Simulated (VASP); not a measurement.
# Au in VASP: relaxation of the atoms with PBE

Aim: the relaxation of the atoms of Au with PBE.

Everything below comes from runs of VASP 6.6.1. Logs are shortened: lines on timing, memory, paths and dates and some standing lists are left out, and cuts for length are marked.

## 1. The cell of the first run

The cell holds a slab with vacuum, 7 atoms: a = 2.940 Å, b = 2.940 Å, c = 27.474 Å, α = 90.00°, β = 90.00°, γ = 90.00°.

## 2. Relaxation of the atoms, PBE

INCAR

```
ALGO = Normal
DIPOL = 0.5 0.5 0.500
EDIFF = 1E-7
EDIFFG = -0.02
ENCUT = 450
GGA = PE
GGA_COMPAT = False
IBRION = 2
IDIPOL = 3
ISIF = 2
ISMEAR = 0
KPAR = 4
LASPH = True
LCHARG = False
LDIPOL = True
LREAL = False
LWAVE = False
NELM = 120
NELMDL = -8
NELMIN = 4
NSW = 80
PREC = Accurate
SIGMA = 0.1
```

KPOINTS

```
k-points
0
Gamma
  12 12 1
```

POSCAR

```
Au
1.0
    2.9402300936      0.0000000000      0.0000000000
    0.0000000000      2.9402300936      0.0000000000
    0.0000000000      0.0000000000     27.4743398247
Au
7
Direct
    0.5000000000      0.5000000000      0.2729819915
    0.0000000000      0.0000000000      0.3486546610
    0.5000000000      0.5000000000      0.4243273305
    0.0000000000      0.0000000000      0.5000000000
    0.5000000000      0.5000000000      0.5756726695
    0.0000000000      0.0000000000      0.6513453390
    0.5000000000      0.5000000000      0.7270180085
```

Potentials or basis: VASP PAW PBE potentials, release 64 (Au).

Started as:

```console
cat potpaw_PBE.64/Au/POTCAR > POTCAR
mpirun -np 4 vasp_std > vasp.out
```

OUTCAR:

```text
EDIFF = 1E-7
   EDIFFG = -0.02
   ENCUT = 450
   GGA = PE
   IBRION = 2
   ISIF = 2
   ISMEAR = 0
   LASPH = True
   LREAL = False
   NELM = 120
   NELMDL = -8
   NELMIN = 4
   NSW = 80
   PREC = Accurate

 ion  position               nearest neighbor table
   1  0.500  0.500  0.273-   2 2.94   2 2.94   2 2.94   2 2.94
   2  0.000  0.000  0.349-   1 2.94   1 2.94   1 2.94   1 2.94   3 2.94   3 2.94   3 2.94   3 2.94

   3  0.500  0.500  0.424-   2 2.94   4 2.94   2 2.94   4 2.94   2 2.94   4 2.94   2 2.94   4 2.94

   4  0.000  0.000  0.500-   3 2.94   5 2.94   3 2.94   5 2.94   3 2.94   5 2.94   3 2.94   5 2.94

   5  0.500  0.500  0.576-   4 2.94   6 2.94   4 2.94   6 2.94   4 2.94   6 2.94   4 2.94   6 2.94

   6  0.000  0.000  0.651-   7 2.94   7 2.94   7 2.94   7 2.94   5 2.94   5 2.94   5 2.94   5 2.94

   7  0.500  0.500  0.727-   6 2.94   6 2.94   6 2.94   6 2.94

  LATTYP: Found a simple tetragonal cell.
 ALAT       =     2.9402300936
 C/A-ratio  =     9.3442822330

  Lattice vectors:

 A1 = (   2.9402300936,   0.0000000000,   0.0000000000)
 A2 = (   0.0000000000,   2.9402300936,   0.0000000000)
 A3 = (   0.0000000000,   0.0000000000,  27.4743398247)

Analysis of symmetry for initial positions (statically):
=====================================================================
 Subroutine PRICEL returns:
 Original cell was already a primitive cell.

 Routine SETGRP: Setting up the symmetry group for a
 simple tetragonal supercell.

 Subroutine GETGRP returns: Found 16 space group operations
 (whereof 16 operations were pure point group operations)
 out of a pool of 16 trial point group operations.

The static configuration has the point symmetry D_4h.

Analysis of symmetry for dynamics (positions and initial velocities):
=====================================================================
 Subroutine PRICEL returns:
 Original cell was already a primitive cell.

 Routine SETGRP: Setting up the symmetry group for a
 simple tetragonal supercell.

 Subroutine GETGRP returns: Found 16 space group operations
 (whereof 16 operations were pure point group operations)
 out of a pool of 16 trial point group operations.

The dynamic configuration has the point symmetry D_4h.

 Subroutine INISYM returns: Found 16 space group operations
 (whereof 16 operations are pure point group operations),
 and found     1 'primitive' translations

----------------------------------------------------------------------------------------

                                     Primitive cell

  volume of cell :     237.5144

  direct lattice vectors                    reciprocal lattice vectors
     2.940230094  0.000000000  0.000000000     0.340109436  0.000000000  0.000000000
     0.000000000  2.940230094  0.000000000     0.000000000  0.340109436  0.000000000
     0.000000000  0.000000000 27.474339825     0.000000000  0.000000000  0.036397599

  length of vectors
     2.940230094  2.940230094 27.474339825     0.340109436  0.340109436  0.036397599

  position of ions in fractional coordinates (direct lattice)
     0.500000000  0.500000000  0.272981992
     0.000000000  0.000000000  0.348654661
     0.500000000  0.500000000  0.424327330
     0.000000000  0.000000000  0.500000000
     0.500000000  0.500000000  0.575672670
     0.000000000  0.000000000  0.651345339
     0.500000000  0.500000000  0.727018008

  ion indices of the primitive-cell ions
   primitive index   ion index
                 1           1
                 2           2
                 3           3
                 4           4
                 5           5
                 6           6
                 7           7
[... 24 lines left out ...]

 Found     28 irreducible k-points:

 Following reciprocal coordinates:
            Coordinates               Weight
  0.000000  0.000000  0.000000      1.000000
  0.083333  0.000000  0.000000      4.000000
  0.166667  0.000000  0.000000      4.000000
  0.250000  0.000000  0.000000      4.000000
  0.333333  0.000000  0.000000      4.000000
  0.416667  0.000000  0.000000      4.000000
[... 16 lines left out ...]
  0.333333  0.333333  0.000000      4.000000
  0.416667  0.333333  0.000000      8.000000
 [... further k-points ...]
   k-points           NKPTS =     28   k-points in BZ     NKDIM =     28   number of bands    NBANDS=     46
   number of dos      NEDOS =    301   number of ions     NIONS =      7
   total plane-waves  NPLWV =  76800
   dimension x,y,z NGX =    20 NGY =   20 NGZ =  192
   dimension x,y,z NGXF=    40 NGYF=   40 NGZF=  384
   ions per type =               7
   NGX,Y,Z   is equivalent  to a cutoff of  11.31, 11.31, 11.62 a.u.
   NGXF,Y,Z  is equivalent  to a cutoff of  22.62, 22.62, 23.24 a.u.
 SYSTEM =  unknown system
   PREC   = accura    normal or accurate (medium, high low for compatibility)
   ISTART =      0    job   : 0-new  1-cont  2-samecut
   ICHARG =      2    charge: 1-file 2-atom 10-const
   ISPIN  =      1    spin polarized calculation?
   LNONCOLLINEAR =      F non collinear calculations
   LSORBIT =      F    spin-orbit coupling
   LASPH  =      T    aspherical Exc in radial PAW
   ENCUT  =  450.0 eV  33.07 Ry    5.75 a.u.   5.09  5.09 47.52*2*pi/ulx,y,z
   NELM   =    120;   NELMIN=  4; NELMDL= -8     # of ELM steps
   EDIFF  = 0.1E-06   stopping-criterion for ELM
   LREAL  =      F    real-space projection
   EDIFFG = -.2E-01   stopping-criterion for IOM
   NSW    =     80    number of steps for IOM
   IBRION =      2    ionic relax: 0-MD 1-quasi-New 2-CG
   NFREE  =      1    steps in history (QN), initial steepest desc. (CG)
   ISIF   =      2    stress and relaxation
   ISYM   =      2    0-nonsym 1-usesym 2-fastsym
   POTIM  = 0.5000    time-step for ionic-motion
   TEBEG  =    0.0;   TEEND  =   0.0 temperature during run
   PSTRESS=    0.0 pullay stress
   NELECT =      77.0000    total number of electrons
   NUPDOWN=      -1.0000    fix difference up-down
   EMIN   =  10.00;   EMAX   =-10.00  energy-range for DOS
   EFERMI =   0.00;   METHOD = LEGACY
   ISMEAR =     0;   SIGMA  =   0.10  broadening in eV -4-tet -1-fermi 0-gaus
   EFERMI_NEDOS =   21; number of points for ismear=-14 and -15
   IALGO  =     38    algorithm
   IMIX   =      4    mixing-type and parameters
     AMIX     =   0.40;   BMIX     =  1.00
     AMIX_MAG =   1.60;   BMIX_MAG =  1.00
  volume/ion in A,a.u.               =      33.93       228.98
  Fermi-wavevector in a.u.,A,eV,Ry     =   1.124627  2.125237 17.208451  1.264785
  Thomas-Fermi vector in A             =   2.261300
   LORBIT       =      0    0 simple, 1 ext, 2 COOP (PROOUT), +10 PAW based schemes
   GGA     = PE    functional components
   LHFCALC =     F    Hartree Fock is set to
   AEXX    =    0.0000 exact exchange contribution
   IVDW    =     0    specifies the selected vdW correction
   LEPSILON=     F    determine dielectric tensor
   LRPA    =     F    only Hartree local field effects (RPA)
 conjugate gradient relaxation of ions
 non-spin polarized calculation
 Gauss-broadening in eV      SIGMA  =   0.10
  energy-cutoff  :      450.00
  volume of cell :      237.51
 maximum number of plane-waves:      5184
   NGX = 11   NGY = 11   NGZ = 95

--------------------------------------- Ionic step        1  -------------------------------------------

 number of electron      77.0000000 magnetization

 Free energy of the ion-electron system (eV)
  ---------------------------------------------------
  ext. energy  EPLUGINS =         0.00000000
  ---------------------------------------------------
  free energy    TOTEN  =       -21.58653210 eV

  energy without entropy =      -21.57116505  energy(sigma->0) =      -21.57884857

------------------------ aborting loop because EDIFF is reached ----------------------------------------

  FORCE on cell =-STRESS in cart. coord.  units (eV):
  Direction    XX          YY          ZZ          XY          YZ          ZX
  --------------------------------------------------------------------------------------
  -------------------------------------------------------------------------------------
  Total       -2.6681155     -2.6681155     -0.8133160      0.0000000      0.0000000     -0.0000000
  in kB      -17.9980439    -17.9980439     -5.4863056      0.0000000      0.0000000     -0.0000000
  external PRESSURE =     -13.8274644 kB  Pullay stress =       0.0000000 kB
[... 274 lines left out ...]
--------------------------------------- Ionic step        8  -------------------------------------------

 number of electron      77.0000006 magnetization

 dipolmoment           0.000000      0.000000      0.000000 electrons x Angstroem

------------------------ aborting loop because EDIFF is reached ----------------------------------------

  FORCE on cell =-STRESS in cart. coord.  units (eV):
  Direction    XX          YY          ZZ          XY          YZ          ZX
  --------------------------------------------------------------------------------------
  -------------------------------------------------------------------------------------
  Total       -2.2395740     -2.2395740     -0.3973134      0.0000000     -0.0000000     -0.0000000
  in kB      -15.1072738    -15.1072738     -2.6801176      0.0000000     -0.0000000     -0.0000000
  external PRESSURE =     -10.9648884 kB  Pullay stress =       0.0000000 kB
[... 28 lines left out ...]
--------------------------------------- Ionic step        9  -------------------------------------------

 number of electron      77.0000005 magnetization

 dipolmoment           0.000000      0.000000     -0.000000 electrons x Angstroem

 Free energy of the ion-electron system (eV)
  ---------------------------------------------------
  ext. energy  EPLUGINS =         0.00000000
  ---------------------------------------------------
  free energy    TOTEN  =       -21.59106238 eV

  energy without entropy =      -21.57538126  energy(sigma->0) =      -21.58322182

 E-fermi :   2.1531     XC(G=0):  -7.1744

 val. band max:        2.1470821299   @ k =   0.4167   0.3333   0.0000
 cond. band min:       2.1712533582   @ k =   0.5000   0.1667   0.0000
 fundamental gap:      0.0241712283
 Fermi energy:         2.1530850372

 k-point     1 :       0.0000    0.0000    0.0000
  band No.  band energies     occupation
      1      -6.9456      2.00000
      2      -6.3597      2.00000
      3      -5.4642      2.00000
      4      -4.5451      2.00000
      5      -4.3643      2.00000
      6      -4.0644      2.00000
[... 1165 lines left out ...]
     45       7.4079      0.00000
     46       7.7453      0.00000

 [... further k-points ...]

------------------------ aborting loop because EDIFF is reached ----------------------------------------

 vacuum level on the upper side and lower side of the slab       (xc-potential included)        -0.030        -0.030

  FORCE on cell =-STRESS in cart. coord.  units (eV):
  Direction    XX          YY          ZZ          XY          YZ          ZX
  --------------------------------------------------------------------------------------
  -------------------------------------------------------------------------------------
  Total       -2.1197448     -2.1197448     -0.2781388      0.0000000      0.0000000     -0.0000000
  in kB      -14.2989535    -14.2989535     -1.8762135      0.0000000      0.0000000     -0.0000000
  external PRESSURE =     -10.1580402 kB  Pullay stress =       0.0000000 kB
[... 22 lines left out ...]
  FREE ENERGIE OF THE ION-ELECTRON SYSTEM (eV)
  ---------------------------------------------------
  free  energy   TOTEN  =       -21.5910623834 eV

  energy  without entropy=      -21.5753812564  energy(sigma->0) =      -21.58322182

 reached required accuracy - stopping structural energy minimisation

 vacuum level on the upper side and lower side of the slab         7.162         7.162
```

Run time: 6.8 min. Hardware: 4 MPI ranks of Intel Xeon Platinum 8259CL at 2.50GHz (Skylake/Cascade Lake), shared host; peak memory 0.38 GiB.

What came out:

| Item | Value |
| --- | --- |
| Free energy | -21.5911 eV |
| Energy gained by relaxing | 0.6 meV/atom |
| Ionic steps | 9 |
| Largest force after relaxing | 0.020 eV/Å |
| Band gap on the k mesh | zero (an odd number of electrons rules out a gap without spin polarisation) |

Forces on the atoms (eV/Å):
```
Au   0.000  0.000  0.010
Au   0.000  0.000  0.007
Au   0.000  0.000  0.020
Au   0.000  0.000  0.000
Au   0.000  0.000 -0.020
Au   0.000  0.000 -0.007
Au   0.000  0.000 -0.010
```

The path:
```tsv
step	energy change (eV)	largest force (eV/Å)	pressure (GPa)
1	0.0000	0.1182	-1.38
2	-0.0016	0.0878	-1.33
3	-0.0029	0.0391	-1.24
4	-0.0029	0.0453	-1.22
5	-0.0033	0.0355	-1.19
6	-0.0036	0.0234	-1.14
7	-0.0037	0.0311	-1.12
8	-0.0039	0.0280	-1.10
9	-0.0045	0.0196	-1.02
```

Final structure:
```
CELL_PARAMETERS angstrom
2.94023 0.00000 0.00000
0.00000 2.94023 0.00000
0.00000 0.00000 27.47434
ATOMIC_POSITIONS crystal
Au 0.50000 0.50000 0.27433
Au 0.00000 0.00000 0.34883
Au 0.50000 0.50000 0.42430
Au 0.00000 0.00000 0.50000
Au 0.50000 0.50000 0.57570
Au 0.00000 0.00000 0.65117
Au 0.50000 0.50000 0.72567
```

Caveat: spin-orbit coupling is left out, which moves the levels of the heavy elements.

The gap in the log of VASP goes by the Fermi energy; the results here count the filled bands.